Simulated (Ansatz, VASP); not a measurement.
## Ir in VASP and in Ansatz

```xyz
1
Lattice="0.0000 1.9152 1.9152 1.9152 0.0000 1.9152 1.9152 1.9152 0.0000" Properties=species:S:1:pos:R:3 pbc="T T T"
Ir    0.0000    0.0000    0.0000
```

Alike in both runs: functional PBEsol; k mesh 24 × 24 × 24; occupations gaussian, width 0.1 eV; no spin polarisation.

Ansatz relaxed the structure, and its values are those at the end. VASP's run is a single point on that final structure, the one shown.

|  | VASP | Ansatz |
| --- | --- | --- |
| version | VASP 6.6.1 | Ansatz 0.2.0 |
| potentials or method | VASP PAW PBE potentials, release 64 (Ir), cutoff 520 eV | scalar-relativistic, plane waves, PAW |
| valence electrons in the cell | 9 | 17 |

|  | VASP | Ansatz | Ansatz less VASP |
| --- | --- | --- | --- |
| gap on the k mesh at the Fermi level (eV) | none | none | - |
| pressure (GPa) | 1.0 | 0.0 | -1.00 |

VASP's potentials were made for PBE, not for PBEsol. A gap of «none» marks a metal or a gap that the smearing closes. With one functional, cell and mesh, what is left measures potentials, basis and numerics. VASP's potentials hold 9 valence electrons a cell and Ansatz's 17, so a difference there can come from the potentials and not from the codes.

Spin-orbit coupling is off throughout.
